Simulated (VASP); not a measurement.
# SnO2: single point with PBE

The system is SnO2.

```
CELL_PARAMETERS angstrom
1.60194 0.92488 4.68360
-1.60194 0.92488 4.68360
0.00000 -1.84976 4.68360
ATOMIC_POSITIONS crystal
Sn 0.50000 0.50000 0.50000
O 0.21591 0.21591 0.21591
O 0.78409 0.78409 0.78409
```

This cell differs from its parent crystal: strained.

```
Program                : VASP 6.6.1
Task                   : single point
Functional             : PBE
Potentials or basis    : VASP PAW PBE potentials, release 64 (Sn_d, O)
Cutoff                 : 520 eV
k mesh                 : 12 × 12 × 12
Occupations            : gaussian, width 0.02 eV
Spin                   : no spin polarisation
Dipole correction      : no
Further INCAR settings : ALGO = Normal; EDIFF = 1e-06; NBANDS = 20
```

```yaml
Pressure: 41.5 GPa
Largest_force: 5.346 eV/Å
Band_gap_on_the_k_mesh: 2.48 eV (least direct gap 3.96 eV)
```

Forces in eV/Å, atoms in the order of the input:
```
Sn   0.000  0.000  0.000
O    0.000  0.000  5.346
O    0.000  0.000 -5.346
```

Stress tensor (GPa, compression positive):
```
48.37  0.00  0.00
 0.00 48.37  0.00
 0.00  0.00 27.66
```

Levels at points of the mesh, in eV from the valence-band top:
| k point | band 9 | band 10 | band 11 | band 12 | band 13 | band 14 | band 15 | band 16 | band 17 | band 18 |
| --- | --- | --- | --- | --- | --- | --- | --- | --- | --- | --- |
| (0.00, 0.00, 0.00) | -1.96 | -1.96 | -1.67 | -1.67 | -1.60 | 2.48 | 7.05 | 10.22 | 11.81 | 11.81 |
| (0.50, 0.00, 0.00) | -4.87 | -4.62 | -0.91 | -0.82 | -0.17 | 6.98 | 7.87 | 9.26 | 11.35 | 14.30 |
| (0.50, 0.50, 0.00) | -4.90 | -4.78 | -0.69 | -0.51 | -0.12 | 6.91 | 6.93 | 9.64 | 11.65 | 15.70 |
| (0.50, 0.50, 0.50) | -2.25 | -1.99 | -1.99 | -1.66 | -1.66 | 3.72 | 6.23 | 10.79 | 12.02 | 12.02 |

Wall time 4.1 min on 1 thread of Intel(R) Xeon(R) 6975P-C (Granite Rapids) (shared host), peak memory 0.34 GiB.

Caveat: the cell differs from its parent crystal (strained); the stress differs along the axes, from 28 to 48 GPa; spin-orbit coupling is left out, which moves the levels of the heavy elements; forces of over 1 eV/Å act on the atoms, so gaps and moduli don't describe the material at rest. A k mesh can miss the band edges.
